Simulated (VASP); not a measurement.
# Ta (I4/mmm) in VASP: a series of runs

Ta is run at these levels: PBEsol, PBEsol+U; tasks: single point.

Everything below comes from runs of VASP 6.6.1. Logs are shortened: lines on timing, memory, paths and dates and some standing lists are left out, and cuts for length are marked.

### 1 The cell of the first run

It takes space group I4/mmm (No. 139, tetragonal). Conventional cell: a = 3.161 Å, b = 3.161 Å, c = 3.956 Å, α = 90.00°, β = 90.00°, γ = 90.00°. Ta (site symmetry 4/mmm) has 14 Ta at 2.98 to 3.96 Å within 4.0 Å.

### 2 Single point, PBEsol (19.77 Å³/atom)

INCAR

```
  ALGO = Fast
  EDIFF = 1E-7
  ENCUT = 520
  GGA = PS
  ISIF = 2
  ISMEAR = 0
  LASPH = True
  LCHARG = False
  LREAL = False
  LWAVE = False
  NBANDS = 12
  NELM = 100
  PREC = Accurate
  SIGMA = 0.15
```

KPOINTS

```
k-points
0
Gamma
  22 22 22
```

POSCAR

```
Ta
1.0
   -1.5807180841      1.5807180841      1.9779525386
    1.5807180841     -1.5807180841      1.9779525386
    1.5807180841      1.5807180841     -1.9779525386
Ta
1
Direct
    0.0000000000      0.0000000000      0.0000000000
```

Potentials or basis: VASP PAW PBE potentials, release 64 (Ta_pv).

On the command line:

```console
cat potpaw_PBE.64/Ta_pv/POTCAR > POTCAR
mpirun -np 1 vasp_std > vasp.out
```

OUTCAR:

```text
EDIFF = 1E-7
   ENCUT = 520
   GGA = PS
   ISIF = 2
   ISMEAR = 0
   LASPH = True
   LREAL = False
   NELM = 100
   PREC = Accurate

 ion  position               nearest neighbor table
   1  0.000  0.000  0.000-

  LATTYP: Found a body centered tetragonal cell.
 ALAT       =     3.1614361682
 C/A-ratio  =     1.2513000000

  Lattice vectors:

 A1 = (  -1.5807180841,   1.5807180841,   1.9779525386)
 A2 = (   1.5807180841,  -1.5807180841,   1.9779525386)
 A3 = (   1.5807180841,   1.5807180841,  -1.9779525386)

Analysis of symmetry for initial positions (statically):
=====================================================================
 Subroutine PRICEL returns:
 Original cell was already a primitive cell.

 Routine SETGRP: Setting up the symmetry group for a
 body centered tetragonal supercell.

 Subroutine GETGRP returns: Found 16 space group operations
 (whereof 16 operations were pure point group operations)
 out of a pool of 16 trial point group operations.

The static configuration has the point symmetry D_4h.

Analysis of symmetry for dynamics (positions and initial velocities):
=====================================================================
 Subroutine PRICEL returns:
 Original cell was already a primitive cell.

 Routine SETGRP: Setting up the symmetry group for a
 body centered tetragonal supercell.

 Subroutine GETGRP returns: Found 16 space group operations
 (whereof 16 operations were pure point group operations)
 out of a pool of 16 trial point group operations.

The dynamic configuration has the point symmetry D_4h.

 Subroutine INISYM returns: Found 16 space group operations
 (whereof 16 operations are pure point group operations),
 and found     1 'primitive' translations

----------------------------------------------------------------------------------------

                                     Primitive cell

  volume of cell :      19.7690

  direct lattice vectors                    reciprocal lattice vectors
    -1.580718084  1.580718084  1.977952539     0.000000000  0.316311938  0.252786652
     1.580718084 -1.580718084  1.977952539     0.316311938  0.000000000  0.252786652
     1.580718084  1.580718084 -1.977952539     0.316311938  0.316311938  0.000000000

  length of vectors
     2.984901266  2.984901266  2.984901266     0.404912748  0.404912748  0.447332632

  position of ions in fractional coordinates (direct lattice)
     0.000000000  0.000000000  0.000000000

[... 77 lines left out ...]
   EDIFFG = 0.1E-05   stopping-criterion for IOM
   NSW    =      0    number of steps for IOM
   IBRION =     -1    ionic relax: 0-MD 1-quasi-New 2-CG
   NFREE  =      0    steps in history (QN), initial steepest desc. (CG)
   ISIF   =      2    stress and relaxation
   ISYM   =      2    0-nonsym 1-usesym 2-fastsym
   POTIM  = 0.5000    time-step for ionic-motion
   TEBEG  =    0.0;   TEEND  =   0.0 temperature during run
   PSTRESS=    0.0 pullay stress
   NELECT =      11.0000    total number of electrons
   NUPDOWN=      -1.0000    fix difference up-down
   EMIN   =  10.00;   EMAX   =-10.00  energy-range for DOS
   EFERMI =   0.00;   METHOD = LEGACY
   ISMEAR =     0;   SIGMA  =   0.15  broadening in eV -4-tet -1-fermi 0-gaus
   EFERMI_NEDOS =   21; number of points for ismear=-14 and -15
   IALGO  =     68    algorithm
   IMIX   =      4    mixing-type and parameters
     AMIX     =   0.40;   BMIX     =  1.00
     AMIX_MAG =   1.60;   BMIX_MAG =  1.00
  volume/ion in A,a.u.               =      19.77       133.41
  Fermi-wavevector in a.u.,A,eV,Ry     =   1.346514  2.544542 24.668717  1.813100
  Thomas-Fermi vector in A             =   2.474340
   LORBIT       =      0    0 simple, 1 ext, 2 COOP (PROOUT), +10 PAW based schemes
   GGA     = PS    functional components
   LHFCALC =     F    Hartree Fock is set to
   AEXX    =    0.0000 exact exchange contribution
   IVDW    =     0    specifies the selected vdW correction
   LEPSILON=     F    determine dielectric tensor
   LRPA    =     F    only Hartree local field effects (RPA)
 non-spin polarized calculation
 RMM-DIIS sequential band-by-band and
 Gauss-broadening in eV      SIGMA  =   0.15
  energy-cutoff  :      520.00
  volume of cell :       19.77
 maximum number of plane-waves:       548
   NGX = 11   NGY = 11   NGZ = 11

 number of electron      10.9999999 magnetization

 Free energy of the ion-electron system (eV)
  ---------------------------------------------------
  ext. energy  EPLUGINS =         0.00000000
  ---------------------------------------------------
  free energy    TOTEN  =       -12.28932452 eV

  energy without entropy =      -12.27379736  energy(sigma->0) =      -12.28156094

 E-fermi :   4.8199     XC(G=0): -12.2594

 val. band max:        4.8190111114   @ k =   0.3182  -0.0000   0.0000
 cond. band min:       4.8214744772   @ k =  -0.4545   0.5000   0.1364
 fundamental gap:      0.0024633658
 Fermi energy:         4.8198881532

 k-point     1 :       0.0000    0.0000    0.0000
  band No.  band energies     occupation
      1     -28.8175      2.00000
      2     -28.8010      2.00000
      3     -28.8010      2.00000
      4      -2.9665      2.00000
      5       5.0511      0.02928
      6       5.0511      0.02928
      7       6.4207      0.00000
      8       7.1369      0.00000
      9       8.8918      0.00000
     10      17.5309      0.00000
     11      20.7937      0.00000
     12      20.7939      0.00000
[... 331 lines left out ...]
 k-point    24 :      -0.4545    0.0455    0.0000
  band No.  band energies     occupation
      1     -29.6360      2.00000
      2     -28.9876      2.00000
      3     -28.8622      2.00000
      4       0.5549      2.00000
      5       4.4273      1.99979
      6       5.1236      0.00419
      7       6.2239      0.00000
      8       9.7384      0.00000
      9      10.5497      0.00000
     10      14.6727      0.00000
     11      17.0973      0.00000
     12      18.9141      0.00000

 [... further k-points ...]
[... 5 lines left out ...]
  --------------------------------------------------------------------------------------
  -------------------------------------------------------------------------------------
  Total       -1.4828642     -1.4828642     -2.9161925      0.0000000      0.0000000      0.0000000
  in kB     -120.1786298   -120.1786298   -236.3426323      0.0000000      0.0000000      0.0000000
  external PRESSURE =    -158.8999640 kB  Pullay stress =       0.0000000 kB

 VOLUME and BASIS-vectors are now :
 -----------------------------------------------------------------------------
  energy-cutoff  :      520.00
  volume of cell :       19.77
      direct lattice vectors                 reciprocal lattice vectors
    -1.580718084  1.580718084  1.977952539     0.000000000  0.316311938  0.252786652
     1.580718084 -1.580718084  1.977952539     0.316311938  0.000000000  0.252786652
     1.580718084  1.580718084 -1.977952539     0.316311938  0.316311938  0.000000000

 POSITION                                       TOTAL-FORCE (eV/Angst)
 -----------------------------------------------------------------------------------
      0.00000      0.00000      0.00000         0.000000      0.000000     -0.000000
 -----------------------------------------------------------------------------------
    total drift:                               -0.000000      0.000000      0.000000

  FREE ENERGIE OF THE ION-ELECTRON SYSTEM (eV)
  ---------------------------------------------------
  free  energy   TOTEN  =       -12.2893245171 eV

  energy  without entropy=      -12.2737973589  energy(sigma->0) =      -12.28156094
```

Wall time 65 s (1 thread of Intel Xeon 6975P-C (Granite Rapids), shared host); peak memory 0.3 GiB.

What came out:

| Property | Result |
| --- | --- |
| Free energy | -12.2893 eV |
| Pressure | -15.9 GPa |
| Band gap on the k mesh | zero (an odd number of electrons rules out a gap without spin polarisation) |

Levels at points of the mesh, in eV from the Fermi level:
| k point | band 2 | band 3 | band 4 | band 5 | band 6 | band 7 | band 8 | band 9 |
| --- | --- | --- | --- | --- | --- | --- | --- | --- |
| (0.00, 0.00, 0.00) | -33.62 | -33.62 | -7.79 | 0.23 | 0.23 | 1.60 | 2.32 | 4.07 |
| (0.50, 0.00, 0.00) | -33.81 | -33.67 | -4.28 | -0.41 | 0.71 | 1.28 | 4.98 | 6.05 |
| (0.50, 0.50, 0.00) | -33.98 | -33.78 | -4.07 | -2.75 | 2.09 | 5.17 | 5.42 | 6.72 |
| (0.50, 0.50, 0.50) | -34.05 | -34.05 | -3.83 | -3.16 | 4.28 | 5.51 | 6.15 | 6.15 |

Caveat: the cell stands under tension; the PAW data sets were made with another functional, which shifts forces and pressure a little; spin-orbit coupling is left out, which moves the levels of the heavy elements.

### 3 Single point, PBEsol+U

This run uses another cell than the first one, of 18.36 Å³/atom.

INCAR

```
PREC     = Accurate       # precision mode
ENCUT    = 520            # plane-wave cutoff, eV
EDIFF    = 1E-6           # SCF threshold, eV
ISMEAR   = 0              # smearing method
SIGMA    = 0.15           # smearing width, eV
LREAL    = F              # projectors in reciprocal space
LASPH    = T              # aspherical terms in the spheres
NELM     = 150            # most SCF steps
ALGO     = Normal         # electronic algorithm
ISIF     = 2              # what is computed and relaxed
LWAVE    = F              # write WAVECAR
LCHARG   = F              # write CHGCAR
LMAXMIX  = 4              # l up to which the mixer works
LDAU     = T              # DFT+U
LDAUTYPE = 2            
LDAUL    = 2              # shell
LDAUU    = 8              # U, eV
LDAUJ    = 0            
LDAUPRINT= 1            
GGA      = PS             # functional
NBANDS   = 12             # bands
```

KPOINTS

```
Automatic mesh
0
Gamma
  22 22 22
```

POSCAR

```
Ta
1.0
   -1.5810474224      1.5810474224      1.8359122669
    1.5810474224     -1.5810474224      1.8359122669
    1.5810474224      1.5810474224     -1.8359122669
Ta
1
Direct
    0.0000000000      0.0000000000      0.0000000000
```

Potentials or basis: VASP PAW PBE potentials, release 64 (Ta_pv).

On the command line:

```console
cat potpaw_PBE.64/Ta_pv/POTCAR > POTCAR
mpirun -np 1 vasp_std > vasp.out
```

It took 49 s on 1 thread of Intel Xeon 6975P-C (Granite Rapids), shared host; peak memory 0.29 GiB.

The run converged. Its results:

```yaml
Free_energy: -5.6014 eV
Pressure: 25.0 GPa
Band_gap_on_the_k_mesh: zero (an odd number of electrons rules out a gap without spin polarisation)
```

Stress tensor (GPa, compression positive):
```
26.87  0.00  0.00
 0.00 26.87  0.00
 0.00  0.00 21.35
```

Levels at points of the mesh, in eV from the Fermi level:
```
           k point  band 3  band 4  band 5  band 6  band 7  band 8
(0.00, 0.00, 0.00)  -34.92   -9.01    0.54    0.54    2.65    3.12
(0.50, 0.00, 0.00)  -34.94   -4.74   -0.46    0.09    2.95    6.08
(0.50, 0.50, 0.00)  -35.05   -4.33   -2.47    1.08    6.18    6.44
(0.50, 0.50, 0.50)  -35.54   -3.58   -3.18    4.87    7.08    7.16
```

Eigenvalues of the final occupation matrices:
| site | spin | trace | eigenvalues |
| --- | --- | --- | --- |
| site 1 d | 1 | 1.02 | 0.14 0.19 0.19 0.25 0.25 |
| site 1 d | 2 | 1.02 | 0.14 0.19 0.19 0.25 0.25 |

Caveat: the cell stands under pressure; the PAW data sets were made with another functional, which shifts forces and pressure a little; spin-orbit coupling is left out, which moves the levels of the heavy elements; U without spin polarisation on a metal has little footing; the U is typed as a test and isn't derived for this compound.
